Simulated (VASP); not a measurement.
Wanted: the native input for a VASP 6.6.1 run.

```
Task                   : single point
Functional             : PBE
Potentials or basis    : VASP PAW PBE potentials, release 64 (Zn)
Cutoff                 : 520 eV
k mesh                 : 10 × 10 × 5
Occupations            : methfessel-paxton, width 0.05 eV
Spin                   : no spin polarisation
Dipole correction      : no
Further INCAR settings : ALGO = Normal; EDIFF = 1e-06; NBANDS = 19
```

The structure of Zn lies in POSCAR:

```
Zn
1.0
    2.6700000000      0.0000000000      0.0000000000
   -1.3350000000      2.3122878281      0.0000000000
    0.0000000000      0.0000000000      4.9660000000
Zn
2
Direct
    0.6666666667      0.3333333333      0.7500000000
    0.3333333333      0.6666666667      0.2500000000
```

One way to write it, as run:

INCAR

```
PREC = Accurate ; ENCUT = 520
EDIFF = 1E-6 ; ISMEAR = 1
SIGMA = 0.05 ; LREAL = F
LASPH = T ; NELM = 80
ALGO = Normal ; ISIF = 2
LWAVE = F ; LCHARG = F
GGA = PE ; NBANDS = 19
```

KPOINTS

```
Automatic mesh
0
Gamma
  10 10 5
```

Potentials or basis: VASP PAW PBE potentials, release 64 (Zn).

Run with:

```sh
$ cat potpaw_PBE.64/Zn/POTCAR > POTCAR
$ mpirun -np 1 vasp_std > vasp.out
```

It gave:

The pressure is -0.5 GPa. The band gap on the k mesh is zero (band 12 reaches 4.15 eV, above the bottom of band 13 at -0.01 eV).

Wall time 7.8 s on 1 thread of Intel(R) Xeon(R) 6975P-C (Granite Rapids) (shared host), peak memory 0.14 GiB.
